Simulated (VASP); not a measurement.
# BaTe in VASP: a series of runs, part 2 of 2

VASP 6.6.1.

### Step 3. Single point, PBE

INCAR reads:

```
ALGO = Normal
EDIFF = 1E-7
ENCUT = 520
GGA = PE
ISIF = 2
ISMEAR = 0
LASPH = T
LCHARG = F
LREAL = F
LWAVE = F
NBANDS = 15
NELM = 100
PREC = Accurate
SIGMA = 0.01
```

KPOINTS reads:

```
k-points
0
Gamma
  4 4 4
```

POSCAR reads:

```
BaTe
1.0
    0.0000000000      3.4100000000      3.4100000000
    3.4100000000      0.0000000000      3.4100000000
    3.4100000000      3.4100000000      0.0000000000
Ba Te
1 1
Direct
    0.0000000000      0.0000000000      0.0000000000
    0.5146627566      0.4853372434      0.4853372434
```

Potentials or basis: VASP PAW PBE potentials, release 64 (Ba_sv, Te).

Launch:

```console
$ cat potpaw_PBE.64/Ba_sv/POTCAR potpaw_PBE.64/Te/POTCAR > POTCAR
$ mpirun -np 1 vasp_std > vasp.out
```

OUTCAR:

```text
EDIFF = 1E-7
   ENCUT = 520
   GGA = PE
   ISIF = 2
   ISMEAR = 0
   LASPH = T
   LREAL = F
   NELM = 100
   PREC = Accurate

 ion  position               nearest neighbor table
   1  0.000  0.000  0.000-   2 3.31   2 3.41   2 3.41   2 3.41   2 3.41   2 3.51
   2  0.515  0.485  0.485-   1 3.31   1 3.41   1 3.41   1 3.41   1 3.41   1 3.51

  LATTYP: Found a face centered cubic cell.
 ALAT       =     6.8200000000

  Lattice vectors:

 A1 = (   0.0000000000,   3.4100000000,   3.4100000000)
 A2 = (   3.4100000000,   0.0000000000,   3.4100000000)
 A3 = (   3.4100000000,   3.4100000000,   0.0000000000)

Analysis of symmetry for initial positions (statically):
=====================================================================
 Subroutine PRICEL returns:
 Original cell was already a primitive cell.

 Routine SETGRP: Setting up the symmetry group for a
 face centered cubic supercell.

 Subroutine GETGRP returns: Found  8 space group operations
 (whereof  8 operations were pure point group operations)
 out of a pool of 48 trial point group operations.

The static configuration has the point symmetry C_4v.

Analysis of symmetry for dynamics (positions and initial velocities):
=====================================================================
 Subroutine PRICEL returns:
 Original cell was already a primitive cell.

 Routine SETGRP: Setting up the symmetry group for a
 face centered cubic supercell.

 Subroutine GETGRP returns: Found  8 space group operations
 (whereof  8 operations were pure point group operations)
 out of a pool of 48 trial point group operations.

The dynamic configuration has the point symmetry C_4v.

 Subroutine INISYM returns: Found  8 space group operations
 (whereof  8 operations are pure point group operations),
 and found     1 'primitive' translations

----------------------------------------------------------------------------------------

                                     Primitive cell

  volume of cell :      79.3036

  direct lattice vectors                    reciprocal lattice vectors
     0.000000000  3.410000000  3.410000000    -0.146627566  0.146627566  0.146627566
     3.410000000  0.000000000  3.410000000     0.146627566 -0.146627566  0.146627566
     3.410000000  3.410000000  0.000000000     0.146627566  0.146627566 -0.146627566

  length of vectors
     4.822468248  4.822468248  4.822468248     0.253966394  0.253966394  0.253966394

  position of ions in fractional coordinates (direct lattice)
     0.000000000  0.000000000  0.000000000
     0.514662757  0.485337243  0.485337243

  ion indices of the primitive-cell ions
   primitive index   ion index
                 1           1
                 2           2

----------------------------------------------------------------------------------------

 KPOINTS: k-points

Automatic generation of k-mesh.
 Grid dimensions read from file:
 generate k-points for:    4    4    4

 Generating k-lattice:

  Cartesian coordinates                     Fractional coordinates (reciprocal lattice)
    -0.036656891  0.036656891  0.036656891     0.250000000  0.000000000  0.000000000
     0.036656891 -0.036656891  0.036656891     0.000000000  0.250000000  0.000000000
[... 29 lines left out ...]
   number of dos      NEDOS =    301   number of ions     NIONS =      2
   total plane-waves  NPLWV =  46656
   dimension x,y,z NGX =    36 NGY =   36 NGZ =   36
   dimension x,y,z NGXF=    72 NGYF=   72 NGZF=   72
   ions per type =               1   1
   NGX,Y,Z   is equivalent  to a cutoff of  12.41, 12.41, 12.41 a.u.
   NGXF,Y,Z  is equivalent  to a cutoff of  24.82, 24.82, 24.82 a.u.
 SYSTEM =  unknown system
   PREC   = accura    normal or accurate (medium, high low for compatibility)
   ISTART =      0    job   : 0-new  1-cont  2-samecut
   ICHARG =      2    charge: 1-file 2-atom 10-const
   ISPIN  =      1    spin polarized calculation?
   LNONCOLLINEAR =      F non collinear calculations
   LSORBIT =      F    spin-orbit coupling
   LASPH  =      T    aspherical Exc in radial PAW
   ENCUT  =  520.0 eV  38.22 Ry    6.18 a.u.   8.97  8.97  8.97*2*pi/ulx,y,z
   NELM   =    100;   NELMIN=  2; NELMDL= -5     # of ELM steps
   EDIFF  = 0.1E-06   stopping-criterion for ELM
   LREAL  =      F    real-space projection
   EDIFFG = 0.1E-05   stopping-criterion for IOM
   NSW    =      0    number of steps for IOM
   IBRION =     -1    ionic relax: 0-MD 1-quasi-New 2-CG
   NFREE  =      0    steps in history (QN), initial steepest desc. (CG)
   ISIF   =      2    stress and relaxation
   ISYM   =      2    0-nonsym 1-usesym 2-fastsym
   POTIM  = 0.5000    time-step for ionic-motion
   TEBEG  =    0.0;   TEEND  =   0.0 temperature during run
   PSTRESS=    0.0 pullay stress
   NELECT =      16.0000    total number of electrons
   NUPDOWN=      -1.0000    fix difference up-down
   EMIN   =  10.00;   EMAX   =-10.00  energy-range for DOS
   EFERMI =   0.00;   METHOD = LEGACY
   ISMEAR =     0;   SIGMA  =   0.01  broadening in eV -4-tet -1-fermi 0-gaus
   EFERMI_NEDOS =   21; number of points for ismear=-14 and -15
   IALGO  =     38    algorithm
   IMIX   =      4    mixing-type and parameters
     AMIX     =   0.40;   BMIX     =  1.00
     AMIX_MAG =   1.60;   BMIX_MAG =  1.00
  volume/ion in A,a.u.               =      39.65       267.58
  Fermi-wavevector in a.u.,A,eV,Ry     =   0.960175  1.814468 12.543704  0.921936
  Thomas-Fermi vector in A             =   2.089436
   LORBIT       =      0    0 simple, 1 ext, 2 COOP (PROOUT), +10 PAW based schemes
   GGA     = PE    functional components
   LHFCALC =     F    Hartree Fock is set to
   AEXX    =    0.0000 exact exchange contribution
   IVDW    =     0    specifies the selected vdW correction
   LEPSILON=     F    determine dielectric tensor
   LRPA    =     F    only Hartree local field effects (RPA)
 non-spin polarized calculation
 Gauss-broadening in eV      SIGMA  =   0.01
  energy-cutoff  :      520.00
  volume of cell :       79.30
 maximum number of plane-waves:      2148
   NGX = 17   NGY = 17   NGZ = 17

 number of electron      16.0000000 magnetization

 Free energy of the ion-electron system (eV)
  ---------------------------------------------------
  ext. energy  EPLUGINS =         0.00000000
  ---------------------------------------------------
  free energy    TOTEN  =        -8.48521932 eV

  energy without entropy =       -8.48521932  energy(sigma->0) =       -8.48521932

 E-fermi :   2.8940     XC(G=0):  -8.5597

 val. band max:        2.7881525094   @ k =   0.0000   0.0000   0.0000
 cond. band min:       4.1268260778   @ k =   0.0000   0.5000   0.5000
 fundamental gap:      1.3386735684
 Fermi energy:         2.8939767761

 k-point     1 :       0.0000    0.0000    0.0000
  band No.  band energies     occupation
      1     -24.0363      2.00000
      2      -9.2170      2.00000
      3      -9.2088      2.00000
      4      -9.2088      2.00000
      5      -6.9168      2.00000
      6       2.7852      2.00000
      7       2.7852      2.00000
      8       2.7882      2.00000
      9       5.6627      0.00000
     10       5.6826      0.00000
     11       5.6826      0.00000
     12       6.0256      0.00000
     13       6.3650      0.00000
     14       6.4017      0.00000
[... 203 lines left out ...]
      2      -9.4435      2.00000
      3      -9.4112      2.00000
      4      -9.4112      2.00000
      5      -6.3904      2.00000
      6       1.3713      2.00000
      7       1.8029      2.00000
      8       1.8029      2.00000
      9       6.3391      0.00000
     10       6.3391      0.00000
     11       7.8525      0.00000
     12       8.2488      0.00000
     13       8.8130      0.00000
     14      11.2683      0.00000
     15      11.7743      0.00000

------------------------ aborting loop because EDIFF is reached ----------------------------------------

  FORCE on cell =-STRESS in cart. coord.  units (eV):
  Direction    XX          YY          ZZ          XY          YZ          ZX
  --------------------------------------------------------------------------------------
  -------------------------------------------------------------------------------------
  Total        2.3426806      2.1160387      2.1160387      0.0000000      0.0000000     -0.0000000
  in kB       47.3293487     42.7504867     42.7504867      0.0000000      0.0000000     -0.0000000
  external PRESSURE =      44.2767740 kB  Pullay stress =       0.0000000 kB

 VOLUME and BASIS-vectors are now :
 -----------------------------------------------------------------------------
  energy-cutoff  :      520.00
  volume of cell :       79.30
      direct lattice vectors                 reciprocal lattice vectors
     0.000000000  3.410000000  3.410000000    -0.146627566  0.146627566  0.146627566
     3.410000000  0.000000000  3.410000000     0.146627566 -0.146627566  0.146627566
     3.410000000  3.410000000  0.000000000     0.146627566  0.146627566 -0.146627566

 POSITION                                       TOTAL-FORCE (eV/Angst)
 -----------------------------------------------------------------------------------
      0.00000      0.00000      0.00000        -0.297033      0.000000      0.000000
      3.31000      3.41000      3.41000         0.297033      0.000000      0.000000
 -----------------------------------------------------------------------------------
    total drift:                               -0.000057      0.000000      0.000000

  FREE ENERGIE OF THE ION-ELECTRON SYSTEM (eV)
  ---------------------------------------------------
  free  energy   TOTEN  =        -8.4852193190 eV

  energy  without entropy=       -8.4852193190  energy(sigma->0) =       -8.48521932
```

Run time: 33 s. Hardware: 1 thread of Intel Xeon 8259CL, shared host; peak memory 0.21 GiB.

Results:

- Free energy: -8.4852 eV
- Pressure: 4.4 GPa
- Largest force: 0.297 eV/Å
- Band gap on the k mesh: 1.34 eV, indirect (least direct gap 1.70 eV)

Forces in eV/Å, atoms in the order of the input:
```
Ba  -0.297  0.000  0.000
Te   0.297  0.000  0.000
```

Stress tensor (GPa, compression positive):
```
4.73 0.00 0.00
0.00 4.28 0.00
0.00 0.00 4.28
```

Levels at points of the mesh, in eV from the valence-band top:
```
           k point  band 6  band 7  band 8  band 9  band 10  band 11
(0.00, 0.00, 0.00)    0.00    0.00    0.00    2.87     2.89     2.89
(0.50, 0.00, 0.00)   -2.45   -1.28   -1.28    4.29     4.95     5.05
(0.50, 0.50, 0.00)   -1.14   -0.40   -0.36    1.38     4.57     5.00
(0.00, 0.50, 0.50)   -1.13   -0.36   -0.36    1.34     4.56     5.01
```

Caveat: spin-orbit coupling is left out, which moves the levels of the heavy elements. PBE gaps usually lie below the measured ones, often by a third to a half.

### Step 4. Single point, PBE

INCAR reads:

```
ALGO     = Normal         # electronic algorithm
EDIFF    = 1E-6           # SCF threshold, eV
ENCUT    = 520            # plane-wave cutoff, eV
GGA      = PE             # functional
ISIF     = 2              # what is computed and relaxed
ISMEAR   = 0              # smearing method
LASPH    = T              # aspherical terms in the spheres
LCHARG   = F              # write CHGCAR
LREAL    = F              # projectors in reciprocal space
LWAVE    = F              # write WAVECAR
NBANDS   = 15             # bands
NELM     = 80             # most SCF steps
PREC     = Accurate       # precision mode
SIGMA    = 0.01           # smearing width, eV
```

KPOINTS is that of step 3.

POSCAR: that of step 3 with these lines changed.

```diff
@@ -9,2 +9,2 @@
     0.0000000000      0.0000000000      0.0000000000
-    0.5146627566      0.4853372434      0.4853372434
+    0.4853372434      0.5146627566      0.5146627566
```

Launch:

```console
$ cat potpaw_PBE.64/Ba_sv/POTCAR potpaw_PBE.64/Te/POTCAR > POTCAR
$ mpirun -np 1 vasp_std > vasp.out
```

It took 23 s on 1 thread of Intel Xeon 8259CL, shared host; peak memory 0.21 GiB.

Results (log left out):

```
Free energy            : -8.4852 eV
Pressure               : 4.4 GPa
Largest force          : 0.297 eV/Å
Band gap on the k mesh : 1.34 eV, indirect (least direct gap 1.70 eV)
```

Forces on the atoms (eV/Å):
```
Ba   0.297  0.000  0.000
Te  -0.297  0.000  0.000
```

Stress tensor (GPa, compression positive):
```
4.73 0.00 0.00
0.00 4.27 0.00
0.00 0.00 4.27
```

Levels at points of the mesh, in eV from the valence-band top:
```
           k point  band 6  band 7  band 8  band 9  band 10  band 11
(0.00, 0.00, 0.00)    0.00    0.00    0.00    2.87     2.89     2.89
(0.50, 0.00, 0.00)   -2.45   -1.28   -1.28    4.29     4.95     5.05
(0.50, 0.50, 0.00)   -1.14   -0.40   -0.36    1.38     4.57     5.00
(0.00, 0.50, 0.50)   -1.13   -0.36   -0.36    1.34     4.56     5.01
```

Caveat: spin-orbit coupling is left out, which moves the levels of the heavy elements.
